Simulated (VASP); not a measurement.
# Re in VASP: settings compared

Aim: see how the results for Re move with the level of theory and the settings. Levels: PBEsol, PBE. Tasks: single point.

All numbers are computed with VASP 6.6.1; they aren't measurements. Logs are shortened: lines on timing, memory, paths and dates and some standing lists are left out, and cuts for length are marked.

## (1) The cell of the first run

The structure is hexagonal, space group P6_3/mmc (No. 194). The conventional cell has a = 2.766 Å, b = 2.766 Å, c = 8.939 Å, α = 90.00°, β = 90.00°, γ = 120.00°. Within 3.6 Å of Re (site symmetry -6m2) lie 12 Re at 2.75 to 2.77 Å. Within 3.6 Å of Re (site symmetry -3m) lie 12 Re at 2.75 to 2.77 Å.

## (2) Single point, PBEsol

The input, INCAR:

```
SYSTEM = Re
PREC = Accurate ; ENCUT = 520
EDIFF = 1E-6 ; ISMEAR = -1
SIGMA = 0.05 ; LREAL = .False.
LASPH = .True. ; NELM = 60
ALGO = Fast ; ISIF = 2
LWAVE = .False. ; LCHARG = .True.
GGA = PS ; LELF = .True.
LVHAR = .True. ; NBANDS = 22
```

The input, KPOINTS:

```
regular mesh
0
Gamma
  8 8 3
  0 0 0
```

The input, POSCAR:

```
Re
1.0
    2.7663873939      0.0000000000      0.0000000000
   -1.3831936969      2.3957617598      0.0000000000
    0.0000000000      0.0000000000      8.9388451600
Re
4
Direct
    0.6666666667      0.3333333333      0.7500000000
    0.0000000000      0.0000000000      0.5000000000
    0.3333333333      0.6666666667      0.2500000000
    0.0000000000      0.0000000000      0.0000000000
```

Potentials or basis: VASP PAW PBE potentials, release 64 (Re).

Started as:

```bash
cat potpaw_PBE.64/Re/POTCAR > POTCAR
mpirun -np 1 vasp_std > vasp.out
```

OUTCAR:

```text
SYSTEM = Re
   PREC = Accurate
   ENCUT = 520
   EDIFF = 1E-6
   ISMEAR = -1
   LREAL = .False.
   LASPH = .True.
   NELM = 60
   ISIF = 2
   GGA = PS

 ion  position               nearest neighbor table
   1  0.667  0.333  0.750-   2 2.75   4 2.75   2 2.75   4 2.75   2 2.75   4 2.75
   2  0.000  0.000  0.500-   1 2.75   3 2.75   3 2.75   1 2.75   1 2.75   3 2.75
   3  0.333  0.667  0.250-   2 2.75   4 2.75   2 2.75   4 2.75   2 2.75   4 2.75
   4  0.000  0.000  0.000-   1 2.75   3 2.75   3 2.75   1 2.75   1 2.75   3 2.75

  LATTYP: Found a hexagonal cell.
 ALAT       =     2.7663873939
 C/A-ratio  =     3.2312340563

  Lattice vectors:

 A1 = (   2.7663873939,   0.0000000000,   0.0000000000)
 A2 = (  -1.3831936969,   2.3957617598,   0.0000000000)
 A3 = (   0.0000000000,   0.0000000000,   8.9388451600)

Analysis of symmetry for initial positions (statically):
=====================================================================
 Subroutine PRICEL returns:
 Original cell was already a primitive cell.

 Routine SETGRP: Setting up the symmetry group for a
 hexagonal supercell.

 Subroutine GETGRP returns: Found 24 space group operations
 (whereof 12 operations were pure point group operations)
 out of a pool of 24 trial point group operations.

The static configuration has the point symmetry D_3d.
 The point group associated with its full space group is D_6h.

Analysis of symmetry for dynamics (positions and initial velocities):
=====================================================================
 Subroutine PRICEL returns:
 Original cell was already a primitive cell.

 Routine SETGRP: Setting up the symmetry group for a
 hexagonal supercell.

 Subroutine GETGRP returns: Found 24 space group operations
 (whereof 12 operations were pure point group operations)
 out of a pool of 24 trial point group operations.

The dynamic configuration has the point symmetry D_3d.
 The point group associated with its full space group is D_6h.

 Subroutine INISYM returns: Found 24 space group operations
 (whereof 12 operations are pure point group operations),
 and found     1 'primitive' translations

----------------------------------------------------------------------------------------

                                     Primitive cell

  volume of cell :      59.2431

  direct lattice vectors                    reciprocal lattice vectors
     2.766387394  0.000000000  0.000000000     0.361482272  0.208701887  0.000000000
    -1.383193697  2.395761760  0.000000000     0.000000000  0.417403774  0.000000000
     0.000000000  0.000000000  8.938845160     0.000000000  0.000000000  0.111871274

  length of vectors
     2.766387394  2.766387394  8.938845160     0.417403774  0.417403774  0.111871274

  position of ions in fractional coordinates (direct lattice)
     0.666666667  0.333333333  0.750000000
     0.000000000  0.000000000  0.500000000
     0.333333333  0.666666667  0.250000000
     0.000000000  0.000000000  0.000000000

  ion indices of the primitive-cell ions
   primitive index   ion index
                 1           1
                 2           2
                 3           3
                 4           4

----------------------------------------------------------------------------------------

 KPOINTS: regular mesh

Automatic generation of k-mesh.
 Grid dimensions read from file:
 generate k-points for:    8    8    3

 Generating k-lattice:

  Cartesian coordinates                     Fractional coordinates (reciprocal lattice)
     0.045185284  0.026087736  0.000000000     0.125000000  0.000000000  0.000000000
     0.000000000  0.052175472  0.000000000     0.000000000  0.125000000  0.000000000
     0.000000000  0.000000000  0.037290425     0.000000000  0.000000000  0.333333333

  Length of vectors
     0.052175472  0.052175472  0.037290425

  Shift w.r.t. Gamma in fractional coordinates (k-lattice)
     0.000000000  0.000000000  0.000000000

 Subroutine IBZKPT returns following result:
 ===========================================

 Found     20 irreducible k-points:

 Following reciprocal coordinates:
            Coordinates               Weight
  0.000000  0.000000  0.000000      1.000000
  0.125000  0.000000  0.000000      6.000000
  0.250000  0.000000  0.000000      6.000000
  0.375000  0.000000  0.000000      6.000000
  0.500000  0.000000  0.000000      3.000000
  0.125000  0.125000  0.000000      6.000000
[... 12 lines left out ...]
  0.250000  0.250000  0.333333     12.000000
  0.375000  0.250000  0.333333     12.000000
   k-points           NKPTS =     20   k-points in BZ     NKDIM =     20   number of bands    NBANDS=     22
   number of dos      NEDOS =    301   number of ions     NIONS =      4
   total plane-waves  NPLWV =  40320
   dimension x,y,z NGX =    24 NGY =   24 NGZ =   70
   dimension x,y,z NGXF=    48 NGYF=   48 NGZF=  140
   ions per type =               4
   NGX,Y,Z   is equivalent  to a cutoff of  14.42, 14.42, 13.02 a.u.
   NGXF,Y,Z  is equivalent  to a cutoff of  28.85, 28.85, 26.04 a.u.
 SYSTEM =  Re
   PREC   = accura    normal or accurate (medium, high low for compatibility)
   ISTART =      0    job   : 0-new  1-cont  2-samecut
   ICHARG =      2    charge: 1-file 2-atom 10-const
   ISPIN  =      1    spin polarized calculation?
   LNONCOLLINEAR =      F non collinear calculations
   LSORBIT =      F    spin-orbit coupling
   LASPH  =      T    aspherical Exc in radial PAW
   ENCUT  =  520.0 eV  38.22 Ry    6.18 a.u.   5.14  5.14 16.62*2*pi/ulx,y,z
   NELM   =     60;   NELMIN=  2; NELMDL= -5     # of ELM steps
   EDIFF  = 0.1E-05   stopping-criterion for ELM
   LREAL  =      F    real-space projection
   EDIFFG = 0.1E-04   stopping-criterion for IOM
   NSW    =      0    number of steps for IOM
   IBRION =     -1    ionic relax: 0-MD 1-quasi-New 2-CG
   NFREE  =      0    steps in history (QN), initial steepest desc. (CG)
   ISIF   =      2    stress and relaxation
   ISYM   =      2    0-nonsym 1-usesym 2-fastsym
   POTIM  = 0.5000    time-step for ionic-motion
   TEBEG  =    0.0;   TEEND  =   0.0 temperature during run
   PSTRESS=    0.0 pullay stress
   NELECT =      28.0000    total number of electrons
   NUPDOWN=      -1.0000    fix difference up-down
   EMIN   =  10.00;   EMAX   =-10.00  energy-range for DOS
   EFERMI =   0.00;   METHOD = LEGACY
   ISMEAR =    -1;   SIGMA  =   0.05  broadening in eV -4-tet -1-fermi 0-gaus
   EFERMI_NEDOS =   21; number of points for ismear=-14 and -15
   IALGO  =     68    algorithm
   IMIX   =      4    mixing-type and parameters
     AMIX     =   0.40;   BMIX     =  1.00
     AMIX_MAG =   1.60;   BMIX_MAG =  1.00
  volume/ion in A,a.u.               =      14.81        99.95
  Fermi-wavevector in a.u.,A,eV,Ry     =   1.275209  2.409796 22.125236  1.626159
  Thomas-Fermi vector in A             =   2.407934
   LORBIT       =      0    0 simple, 1 ext, 2 COOP (PROOUT), +10 PAW based schemes
   GGA     = PS    functional components
   LHFCALC =     F    Hartree Fock is set to
   AEXX    =    0.0000 exact exchange contribution
   IVDW    =     0    specifies the selected vdW correction
   LEPSILON=     F    determine dielectric tensor
   LRPA    =     F    only Hartree local field effects (RPA)
 non-spin polarized calculation
 RMM-DIIS sequential band-by-band and
  energy-cutoff  :      520.00
  volume of cell :       59.24
 maximum number of plane-waves:      1609
 NGX is ok and might be reduce to    24
   NGX = 11   NGY = 11   NGZ = 33

 number of electron      27.9999999 magnetization

 Free energy of the ion-electron system (eV)
  ---------------------------------------------------
  ext. energy  EPLUGINS =         0.00000000
  ---------------------------------------------------
  free energy    TOTEN  =       -53.43824142 eV

  energy without entropy =      -53.41080602  energy(sigma->0) =      -53.42452372

 E-fermi :   7.7525     XC(G=0): -13.7847

 val. band max:        7.7176914425   @ k =   0.3750   0.2500   0.3333
 cond. band min:       7.7624907749   @ k =   0.1250   0.1250   0.3333
 fundamental gap:      0.0447993324
 Fermi energy:         7.7524728771

 k-point     1 :       0.0000    0.0000    0.0000
  band No.  band energies     occupation
      1      -2.2150      2.00000
      2       0.0762      2.00000
      3       0.1728      2.00000
      4       1.0560      2.00000
      5       5.2046      2.00000
      6       5.2883      2.00000
[... 14 lines left out ...]
     21      10.2122      0.00000
     22      10.2170      0.00000

 k-point     2 :       0.1250    0.0000    0.0000
  band No.  band energies     occupation
      1      -1.5942      2.00000
      2       0.6410      2.00000
      3       0.7294      2.00000
      4       1.6362      2.00000
      5       4.5418      2.00000
      6       4.8942      2.00000
[... 14 lines left out ...]
     21      10.1195      0.00000
     22      10.3576      0.00000

 k-point     3 :       0.2500    0.0000    0.0000
  band No.  band energies     occupation
      1      -0.0424      2.00000
      2       1.5794      2.00000
      3       1.6407      2.00000
      4       2.5950      2.00000
      5       3.8600      2.00000
      6       4.0964      2.00000
[... 14 lines left out ...]
     21      10.9251      0.00000
     22      10.9503      0.00000

 k-point     4 :       0.3750    0.0000    0.0000
  band No.  band energies     occupation
      1       1.0773      2.00000
      2       1.3854      2.00000
      3       1.7916      2.00000
      4       2.4352      2.00000
      5       3.3068      2.00000
      6       3.4393      2.00000
[... 14 lines left out ...]
     21      11.6964      0.00000
     22      11.9676      0.00000

 k-point     5 :       0.5000    0.0000    0.0000
  band No.  band energies     occupation
      1       1.0690      2.00000
      2       1.1126      2.00000
      3       1.6891      2.00000
      4       2.4256      2.00000
      5       2.9915      2.00000
      6       3.4797      2.00000
[... 14 lines left out ...]
     21      12.1840      0.00000
     22      12.2074      0.00000

 k-point     6 :       0.1250    0.1250    0.0000
  band No.  band energies     occupation
      1      -0.4719      2.00000
      2       1.5004      2.00000
      3       1.5660      2.00000
      4       2.5724      2.00000
      5       3.9551      2.00000
      6       4.4143      2.00000
[... 14 lines left out ...]
     21      10.4590      0.00000
     22      10.7763      0.00000

 k-point     7 :       0.2500    0.1250    0.0000
  band No.  band energies     occupation
      1       1.1790      2.00000
      2       1.9446      2.00000
      3       2.0972      2.00000
      4       2.9110      2.00000
      5       3.6516      2.00000
      6       3.9035      2.00000
[... 224 lines left out ...]
      6       4.1691      2.00000
[... 14 lines left out ...]
     21      10.6741      0.00000
     22      11.3637      0.00000

 k-point    17 :       0.2500    0.1250    0.3333
  band No.  band energies     occupation
      1       1.2716      2.00000
      2       1.5654      2.00000
      3       2.5243      2.00000
      4       3.0411      2.00000
      5       3.1934      2.00000
      6       3.6593      2.00000
[... 14 lines left out ...]
     21      11.3690      0.00000
     22      11.6552      0.00000

 k-point    18 :       0.3750    0.1250    0.3333
  band No.  band energies     occupation
      1       1.6888      2.00000
      2       1.8621      2.00000
      3       2.1990      2.00000
      4       2.5153      2.00000
      5       2.7919      2.00000
      6       3.0774      2.00000
[... 14 lines left out ...]
     21      13.0689      0.00000
     22      13.2820      0.00000

 k-point    19 :       0.2500    0.2500    0.3333
  band No.  band energies     occupation
      1       2.4394      2.00000
      2       2.5374      2.00000
      3       2.6456      2.00000
      4       2.7681      2.00000
      5       3.7376      2.00000
      6       3.8453      2.00000
[... 14 lines left out ...]
     21      13.3678      0.00000
     22      13.4855      0.00000

 k-point    20 :       0.3750    0.2500    0.3333
  band No.  band energies     occupation
      1       2.4856      2.00000
      2       2.5852      2.00000
      3       3.0733      2.00000
      4       3.1465      2.00000
      5       3.4778      2.00000
      6       3.8052      2.00000
[... 14 lines left out ...]
     21      14.5846      0.00000
     22      14.7830      0.00000

------------------------ aborting loop because EDIFF is reached ----------------------------------------

  FORCE on cell =-STRESS in cart. coord.  units (eV):
  Direction    XX          YY          ZZ          XY          YZ          ZX
  --------------------------------------------------------------------------------------
  -------------------------------------------------------------------------------------
  Total       -2.2956742     -2.2956742     -2.6975301     -0.0000000      0.0000000      0.0000000
  in kB      -62.0844446    -62.0844446    -72.9522757     -0.0000000      0.0000000      0.0000000
  external PRESSURE =     -65.7070550 kB  Pullay stress =       0.0000000 kB

 VOLUME and BASIS-vectors are now :
 -----------------------------------------------------------------------------
  energy-cutoff  :      520.00
  volume of cell :       59.24
      direct lattice vectors                 reciprocal lattice vectors
     2.766387394  0.000000000  0.000000000     0.361482272  0.208701887  0.000000000
    -1.383193697  2.395761760  0.000000000     0.000000000  0.417403774  0.000000000
     0.000000000  0.000000000  8.938845160     0.000000000  0.000000000  0.111871274

 POSITION                                       TOTAL-FORCE (eV/Angst)
 -----------------------------------------------------------------------------------
      1.38319      0.79859      6.70413        -0.000000      0.000000     -0.000000
      0.00000      0.00000      4.46942         0.000000      0.000000      0.000000
     -0.00000      1.59717      2.23471         0.000000      0.000000      0.000000
      0.00000      0.00000      0.00000         0.000000      0.000000      0.000000
 -----------------------------------------------------------------------------------
    total drift:                               -0.000000      0.000000      0.000000

  FREE ENERGIE OF THE ION-ELECTRON SYSTEM (eV)
  ---------------------------------------------------
  free  energy   TOTEN  =       -53.4382414166 eV

  energy  without entropy=      -53.4108060240  energy(sigma->0) =      -53.42452372
```

Run time: 1.7 min. Hardware: 1 thread of Intel Xeon 8259CL, shared host; peak memory 0.19 GiB.

What came out:

| Quantity | Value |
| --- | --- |
| Free energy | -53.4382 eV |
| Pressure | -6.6 GPa |
| Band gap on the k mesh | zero (bands 14 and 15 overlap by 2.47 eV) |

Stress tensor (GPa, compression positive):
```
-6.21  0.00  0.00
 0.00 -6.21  0.00
 0.00  0.00 -7.30
```

Levels at points of the mesh, in eV from the Fermi level:
| k point | band 11 | band 12 | band 13 | band 14 | band 15 | band 16 | band 17 | band 18 |
| --- | --- | --- | --- | --- | --- | --- | --- | --- |
| (0.00, 0.00, 0.00) | -1.66 | -1.24 | -1.24 | -1.15 | -1.15 | 0.48 | 0.60 | 0.60 |
| (0.50, 0.00, 0.00) | -0.85 | 0.28 | 0.30 | 1.12 | 2.06 | 3.84 | 3.86 | 3.99 |

Caveat: the cell stands under tension; the PAW data sets were made with another functional, which shifts forces and pressure a little; spin-orbit coupling is left out, which moves the levels of the heavy elements.

(Continued in part 2 of 3.)
